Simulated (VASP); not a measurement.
# CaI4 (P4/mmm) in VASP: further runs

The runs below take CaI4 through single point, relaxation of cell and atoms, with PBE.

Everything below comes from runs of VASP 6.6.1. Logs are shortened: lines on timing, memory, paths and dates and some standing lists are left out, and cuts for length are marked.

## Step 1: The cell of the first run

The structure is tetragonal, space group P4/mmm (No. 123). Conventional cell: a = 5.091 Å, b = 5.091 Å, c = 9.181 Å, α = 90.00°, β = 90.00°, γ = 90.00°. Ca (site symmetry 4/mmm) has 8 I at 3.28 Å within 4.3 Å. I (site symmetry 2mm) has 2 Ca at 3.28 Å and 5 I at 3.60 to 4.14 Å within 4.3 Å.

## Step 2: Single point, PBE (atoms taken out)

The input, INCAR:

```
SYSTEM = CaI4
  PREC = Accurate
  ENCUT = 520
  EDIFF = 1E-6
  ISMEAR = 0
  SIGMA = 0.1
  LREAL = .FALSE.
  LASPH = .TRUE.
  NELM = 80
  ALGO = Normal
  ISIF = 2
  LWAVE = .FALSE.
  LCHARG = .FALSE.
  GGA = PE
  NBANDS = 27
```

The input, KPOINTS:

```
Automatic mesh
0
G
  8 8 4
  0 0 0
```

The input, POSCAR:

```
CaI4
1.0
    5.0912021081      0.0000000000      0.0000000000
    0.0000000000      5.0912021081      0.0000000000
    0.0000000000      0.0000000000      9.1805957336
Ca I
1 4
Direct
    0.0000000000      0.0000000000      0.0000000000
    0.5000000000      0.0000000000      0.2255735833
    0.0000000000      0.5000000000      0.7744264167
    0.5000000000      0.0000000000      0.7744264167
    0.0000000000      0.5000000000      0.2255735833
```

Potentials or basis: VASP PAW PBE potentials, release 64 (Ca_sv, I).

Launch:

```console
$ cat potpaw_PBE.64/Ca_sv/POTCAR potpaw_PBE.64/I/POTCAR > POTCAR
$ mpirun -np 1 vasp_std > vasp.out
```

OUTCAR:

```text
SYSTEM = CaI4
   PREC = Accurate
   ENCUT = 520
   EDIFF = 1E-6
   ISMEAR = 0
   LREAL = .FALSE.
   LASPH = .TRUE.
   NELM = 80
   ISIF = 2
   GGA = PE

 ion  position               nearest neighbor table
   1  0.000  0.000  0.000-   2 3.28   3 3.28   4 3.28   5 3.28   3 3.28   5 3.28   2 3.28   4 3.28

   2  0.500  0.000  0.226-   1 3.28   1 3.28
   3  0.000  0.500  0.774-   1 3.28   1 3.28
   4  0.500  0.000  0.774-   1 3.28   1 3.28
   5  0.000  0.500  0.226-   1 3.28   1 3.28

  LATTYP: Found a simple tetragonal cell.
 ALAT       =     5.0912021081
 C/A-ratio  =     1.8032275165

  Lattice vectors:

 A1 = (   5.0912021081,   0.0000000000,   0.0000000000)
 A2 = (   0.0000000000,   5.0912021081,   0.0000000000)
 A3 = (   0.0000000000,   0.0000000000,   9.1805957336)

Analysis of symmetry for initial positions (statically):
=====================================================================
 Subroutine PRICEL returns:
 Original cell was already a primitive cell.

 Routine SETGRP: Setting up the symmetry group for a
 simple tetragonal supercell.

 Subroutine GETGRP returns: Found 16 space group operations
 (whereof 16 operations were pure point group operations)
 out of a pool of 16 trial point group operations.

The static configuration has the point symmetry D_4h.

Analysis of symmetry for dynamics (positions and initial velocities):
=====================================================================
 Subroutine PRICEL returns:
 Original cell was already a primitive cell.

 Routine SETGRP: Setting up the symmetry group for a
 simple tetragonal supercell.

 Subroutine GETGRP returns: Found 16 space group operations
 (whereof 16 operations were pure point group operations)
 out of a pool of 16 trial point group operations.

The dynamic configuration has the point symmetry D_4h.

 Subroutine INISYM returns: Found 16 space group operations
 (whereof 16 operations are pure point group operations),
 and found     1 'primitive' translations

----------------------------------------------------------------------------------------

                                     Primitive cell

  volume of cell :     237.9642

  direct lattice vectors                    reciprocal lattice vectors
     5.091202108  0.000000000  0.000000000     0.196417266  0.000000000  0.000000000
     0.000000000  5.091202108  0.000000000     0.000000000  0.196417266  0.000000000
     0.000000000  0.000000000  9.180595734     0.000000000  0.000000000  0.108925393

  length of vectors
     5.091202108  5.091202108  9.180595734     0.196417266  0.196417266  0.108925393

  position of ions in fractional coordinates (direct lattice)
[... 91 lines left out ...]
   ISIF   =      2    stress and relaxation
   ISYM   =      2    0-nonsym 1-usesym 2-fastsym
   POTIM  = 0.5000    time-step for ionic-motion
   TEBEG  =    0.0;   TEEND  =   0.0 temperature during run
   PSTRESS=    0.0 pullay stress
   NELECT =      38.0000    total number of electrons
   NUPDOWN=      -1.0000    fix difference up-down
   EMIN   =  10.00;   EMAX   =-10.00  energy-range for DOS
   EFERMI =   0.00;   METHOD = LEGACY
   ISMEAR =     0;   SIGMA  =   0.10  broadening in eV -4-tet -1-fermi 0-gaus
   EFERMI_NEDOS =   21; number of points for ismear=-14 and -15
   IALGO  =     38    algorithm
   IMIX   =      4    mixing-type and parameters
     AMIX     =   0.40;   BMIX     =  1.00
     AMIX_MAG =   1.60;   BMIX_MAG =  1.00
  volume/ion in A,a.u.               =      47.59       321.17
  Fermi-wavevector in a.u.,A,eV,Ry     =   0.888176  1.678409 10.733037  0.788856
  Thomas-Fermi vector in A             =   2.009571
   LORBIT       =      0    0 simple, 1 ext, 2 COOP (PROOUT), +10 PAW based schemes
   GGA     = PE    functional components
   LHFCALC =     F    Hartree Fock is set to
   AEXX    =    0.0000 exact exchange contribution
   IVDW    =     0    specifies the selected vdW correction
   LEPSILON=     F    determine dielectric tensor
   LRPA    =     F    only Hartree local field effects (RPA)
 non-spin polarized calculation
 Gauss-broadening in eV      SIGMA  =   0.10
  energy-cutoff  :      520.00
  volume of cell :      237.96
 maximum number of plane-waves:      6444
 NGX is ok and might be reduce to    40
   NGX = 19   NGY = 19   NGZ = 35

 number of electron      38.0000005 magnetization

 Free energy of the ion-electron system (eV)
  ---------------------------------------------------
  ext. energy  EPLUGINS =         0.00000000
  ---------------------------------------------------
  free energy    TOTEN  =       -11.76128177 eV

  energy without entropy =      -11.73498759  energy(sigma->0) =      -11.74813468

 E-fermi :   1.3311     XC(G=0):  -7.1893

 val. band max:        1.3285848466   @ k =   0.5000   0.2500   0.0000
 cond. band min:       1.3345057532   @ k =   0.0000   0.0000   0.5000
 fundamental gap:      0.0059209066
 Fermi energy:         1.3310685026

 k-point     1 :       0.0000    0.0000    0.0000
  band No.  band energies     occupation
      1     -39.4971      2.00000
      2     -20.4914      2.00000
      3     -20.4904      2.00000
      4     -20.4904      2.00000
      5     -11.2327      2.00000
      6     -11.0436      2.00000
[... 709 lines left out ...]
     26       6.7510      0.00000
     27       7.2129      0.00000

 [... further k-points ...]

------------------------ aborting loop because EDIFF is reached ----------------------------------------

  FORCE on cell =-STRESS in cart. coord.  units (eV):
  Direction    XX          YY          ZZ          XY          YZ          ZX
  --------------------------------------------------------------------------------------
  -------------------------------------------------------------------------------------
  Total        0.0236295      0.0236295      0.0374767      0.0000000      0.0000000     -0.0000000
  in kB        0.1590939      0.1590939      0.2523253      0.0000000      0.0000000     -0.0000000
  external PRESSURE =       0.1901711 kB  Pullay stress =       0.0000000 kB

 VOLUME and BASIS-vectors are now :
 -----------------------------------------------------------------------------
  energy-cutoff  :      520.00
  volume of cell :      237.96
      direct lattice vectors                 reciprocal lattice vectors
     5.091202108  0.000000000  0.000000000     0.196417266  0.000000000  0.000000000
     0.000000000  5.091202108  0.000000000     0.000000000  0.196417266  0.000000000
     0.000000000  0.000000000  9.180595734     0.000000000  0.000000000  0.108925393

 POSITION                                       TOTAL-FORCE (eV/Angst)
 -----------------------------------------------------------------------------------
      0.00000      0.00000      0.00000        -0.000000     -0.000000      0.000000
      2.54560      0.00000      2.07090         0.000000     -0.000000      0.005675
      0.00000      2.54560      7.10970        -0.000000      0.000000     -0.005675
      2.54560      0.00000      7.10970        -0.000000     -0.000000     -0.005675
      0.00000      2.54560      2.07090        -0.000000      0.000000      0.005675
 -----------------------------------------------------------------------------------
    total drift:                                0.000000      0.000000      0.000000

  FREE ENERGIE OF THE ION-ELECTRON SYSTEM (eV)
  ---------------------------------------------------
  free  energy   TOTEN  =       -11.7612817717 eV

  energy  without entropy=      -11.7349875941  energy(sigma->0) =      -11.74813468
```

OSZICAR:

```text
N       E                     dE             d eps       ncg     rms          rms(c)
DAV:   1     0.260699391542E+03    0.26070E+03   -0.14850E+04  2462   0.115E+03
DAV:   2     0.923150475523E+01   -0.25147E+03   -0.24581E+03  3239   0.231E+02
DAV:   3    -0.104750144267E+02   -0.19707E+02   -0.19538E+02  3024   0.627E+01
DAV:   4    -0.117785419397E+02   -0.13035E+01   -0.12995E+01  4508   0.136E+01
DAV:   5    -0.117887505381E+02   -0.10209E-01   -0.10197E-01  3189   0.142E+00    0.671E+00
DAV:   6    -0.117487652149E+02    0.39985E-01   -0.94983E-02  3080   0.169E+00    0.394E+00
DAV:   7    -0.117595020337E+02   -0.10737E-01   -0.13417E-01  3076   0.199E+00    0.421E-01
DAV:   8    -0.117603804446E+02   -0.87841E-03   -0.14978E-02  3039   0.661E-01    0.213E-01
DAV:   9    -0.117609626669E+02   -0.58222E-03   -0.84359E-04  3445   0.154E-01    0.747E-02
DAV:  10    -0.117612296501E+02   -0.26698E-03   -0.41788E-04  3085   0.965E-02    0.203E-02
DAV:  11    -0.117612627807E+02   -0.33131E-04   -0.46897E-05  3896   0.296E-02    0.160E-02
DAV:  12    -0.117612812522E+02   -0.18471E-04   -0.21549E-05  2689   0.239E-02    0.139E-02
DAV:  13    -0.117612817717E+02   -0.51945E-06   -0.36461E-06  2691   0.894E-03
   1 F= -.11761282E+02 E0= -.11748135E+02  d E =-.262942E-01
```

It took 2.2 min on 1 thread of Intel Xeon 6975P-C (Granite Rapids), shared host; peak memory 0.47 GiB.

What came out:

```
Free energy            : -11.7613 eV
Pressure               : 0.0 GPa
Largest force          : 0.006 eV/Å
Band gap on the k mesh : zero (bands 19 and 20 overlap by 2.02 eV)
```

Forces in eV/Å, atoms in the order of the input:
```
Ca   0.000  0.000  0.000
I    0.000  0.000  0.006
I    0.000  0.000 -0.006
I    0.000  0.000 -0.006
I    0.000  0.000  0.006
```

Levels at points of the mesh, in eV from the Fermi level:
```csv
k point,band 17,band 18,band 19,band 20,band 21,band 22,band 23,band 24
"(0.00, 0.00, 0.00)",0.00,0.00,0.02,0.02,2.85,3.78,3.80,4.67
"(0.50, 0.00, 0.00)",-1.60,-1.51,-1.24,-1.08,3.78,4.00,4.18,4.62
"(0.50, 0.50, 0.00)",0.12,0.50,0.67,0.78,3.21,3.54,4.53,4.53
"(0.00, 0.00, 0.50)",0.00,0.00,0.02,0.02,2.90,3.78,4.59,4.59
"(0.50, 0.00, 0.50)",-1.62,-1.53,-1.49,-1.34,3.81,4.02,4.53,4.56
"(0.50, 0.50, 0.50)",0.13,0.49,0.68,0.77,3.34,3.69,4.46,4.46
```

Caveat: the cell differs from its parent crystal (atoms taken out); spin-orbit coupling is left out, which moves the levels of the heavy elements.

## Step 3: Single point, PBE (atoms taken out)

The input, INCAR:

```
  PREC = Accurate
  ENCUT = 520
  EDIFF = 1E-6
  ISMEAR = 0
  SIGMA = 0.1
  LREAL = F
  LASPH = T
  NELM = 100
  ALGO = Normal
  ISIF = 2
  LWAVE = F
  LCHARG = T
  GGA = PE
  LELF = T
  LVHAR = T
  NBANDS = 27
```

The input, KPOINTS:

```
regular mesh
0
Gamma
  8 8 6
```

POSCAR is that of step 2.

Potentials or basis: VASP PAW PBE potentials, release 64 (Ca_sv, I).

Launch:

```console
$ cat potpaw_PBE.64/Ca_sv/POTCAR potpaw_PBE.64/I/POTCAR > POTCAR
$ mpirun -np 1 vasp_std > vasp.out
```

OUTCAR:

```text
PREC = Accurate
   ENCUT = 520
   EDIFF = 1E-6
   ISMEAR = 0
   LREAL = F
   LASPH = T
   NELM = 100
   ISIF = 2
   GGA = PE

 ion  position               nearest neighbor table
   1  0.000  0.000  0.000-   2 3.28   3 3.28   4 3.28   5 3.28   3 3.28   5 3.28   2 3.28   4 3.28

   2  0.500  0.000  0.226-   1 3.28   1 3.28
   3  0.000  0.500  0.774-   1 3.28   1 3.28
   4  0.500  0.000  0.774-   1 3.28   1 3.28
[... 925 lines left out ...]
  Direction    XX          YY          ZZ          XY          YZ          ZX
  --------------------------------------------------------------------------------------
  -------------------------------------------------------------------------------------
  Total        0.0238396      0.0238396      0.0370960      0.0000000      0.0000000     -0.0000000
  in kB        0.1605082      0.1605082      0.2497622      0.0000000      0.0000000     -0.0000000
  external PRESSURE =       0.1902595 kB  Pullay stress =       0.0000000 kB

 VOLUME and BASIS-vectors are now :
 -----------------------------------------------------------------------------
  energy-cutoff  :      520.00
  volume of cell :      237.96
      direct lattice vectors                 reciprocal lattice vectors
     5.091202108  0.000000000  0.000000000     0.196417266  0.000000000  0.000000000
     0.000000000  5.091202108  0.000000000     0.000000000  0.196417266  0.000000000
     0.000000000  0.000000000  9.180595734     0.000000000  0.000000000  0.108925393

 POSITION                                       TOTAL-FORCE (eV/Angst)
 -----------------------------------------------------------------------------------
      0.00000      0.00000      0.00000         0.000000      0.000000      0.000000
      2.54560      0.00000      2.07090         0.000000      0.000000      0.005664
      0.00000      2.54560      7.10970         0.000000     -0.000000     -0.005664
      2.54560      0.00000      7.10970         0.000000      0.000000     -0.005664
      0.00000      2.54560      2.07090        -0.000000     -0.000000      0.005664
 -----------------------------------------------------------------------------------
    total drift:                                0.000000      0.000000      0.000000

  FREE ENERGIE OF THE ION-ELECTRON SYSTEM (eV)
  ---------------------------------------------------
  free  energy   TOTEN  =       -11.7612833398 eV

  energy  without entropy=      -11.7349891747  energy(sigma->0) =      -11.74813626
```

It took 2.9 min on 1 thread of Intel Xeon 6975P-C (Granite Rapids), shared host; peak memory 0.54 GiB.

Results:

```yaml
Free_energy: -11.7613 eV
Pressure: 0.0 GPa
Largest_force: 0.006 eV/Å
Band_gap_on_the_k_mesh: zero (bands 19 and 20 overlap by 2.02 eV)
```

Forces on the atoms (eV/Å):
```
Ca   0.000  0.000  0.000
I    0.000  0.000  0.006
I    0.000  0.000 -0.006
I    0.000  0.000 -0.006
I    0.000  0.000  0.006
```

Caveat: the cell differs from its parent crystal (atoms taken out); spin-orbit coupling is left out, which moves the levels of the heavy elements.

## Step 4: Relaxation of cell and atoms, PBE (atoms taken out)

The input, INCAR:

```
SYSTEM = CaI4
PREC = Accurate
ENCUT = 600
EDIFF = 1E-6
ISMEAR = 0
SIGMA = 0.1
LREAL = .False.
LASPH = .True.
NELM = 60
ALGO = Normal
ISIF = 3
LWAVE = .False.
LCHARG = .False.
GGA = PE
IBRION = 2
NSW = 100
EDIFFG = -0.01
```

The input, KPOINTS:

```
Automatic mesh
0
Gamma
  8 8 4
  0 0 0
```

POSCAR is that of step 3.

Launch:

```console
$ cat potpaw_PBE.64/Ca_sv/POTCAR potpaw_PBE.64/I/POTCAR > POTCAR
$ mpirun -np 1 vasp_std > vasp.out
```

It took 2.4 min on 1 thread of Intel Xeon 6975P-C (Granite Rapids), shared host; peak memory 0.56 GiB.

The run converged. Its results:

* Free energy: -11.7613 eV
* Pressure after relaxing: 0.0 GPa
* Largest force after relaxing: 0.006 eV/Å
* Band gap on the k mesh: zero (bands 19 and 20 overlap by 2.02 eV)

Forces on the atoms (eV/Å):
```
Ca   0.000  0.000  0.000
I    0.000  0.000  0.006
I    0.000  0.000 -0.006
I    0.000  0.000 -0.006
I    0.000  0.000  0.006
```

Final structure:
```
Ca I
1.0
     5.09120    0.00000    0.00000
     0.00000    5.09120    0.00000
     0.00000    0.00000    9.18060
Ca I
1 4
Direct
  0.00000 0.00000 0.00000
  0.50000 0.00000 0.22557
  0.00000 0.50000 0.77443
  0.50000 0.00000 0.77443
  0.00000 0.50000 0.22557
```

Levels at points of the mesh, in eV from the Fermi level:
```tsv
k point	band 17	band 18	band 19	band 20	band 21	band 22	band 23
(0.00, 0.00, 0.00)	0.00	0.00	0.02	0.02	2.85	3.78	3.80
(0.50, 0.00, 0.00)	-1.60	-1.51	-1.24	-1.08	3.78	4.00	4.19
(0.50, 0.50, 0.00)	0.12	0.50	0.67	0.78	3.21	3.54	4.53
(0.00, 0.00, 0.50)	0.00	0.00	0.02	0.02	2.90	3.78	4.59
(0.50, 0.00, 0.50)	-1.62	-1.53	-1.49	-1.34	3.81	4.02	4.54
(0.50, 0.50, 0.50)	0.13	0.49	0.68	0.77	3.34	3.69	4.46
```

Caveat: the cell differs from its parent crystal (atoms taken out); the relaxation stopped at its first step, so nothing moved; spin-orbit coupling is left out, which moves the levels of the heavy elements.

## Step 5: Summary

| task | cell | k mesh | cutoff (eV) | gap on the mesh (eV) | pressure (GPa) | largest force (eV/Å) |
| --- | --- | --- | --- | --- | --- | --- |
| single point | a = 5.091, b = 5.091, c = 9.181 Å, 5 atoms | 8 × 8 × 4 | 520 | none | 0.0 | 0.01 |
| single point | a = 5.091, b = 5.091, c = 9.181 Å, 5 atoms | 8 × 8 × 6 | 520 | none | 0.0 | 0.01 |
| relaxation of cell and atoms | relaxed from a = 5.091, b = 5.091, c = 9.181 Å, 5 atoms | 8 × 8 × 4 | 600 | none | 0.0 | 0.01 |

Alike in all rows: level PBE; potentials or basis VASP PAW PBE potentials, release 64 (Ca_sv, I); no spin polarisation; smearing gaussian 0.1 eV.

Caveats: spin-orbit coupling is left out, which moves the levels of the heavy elements; the relaxation stopped at its first step, so nothing moved (at least some runs).

Absolute energies hang on the potentials; compare differences alone.
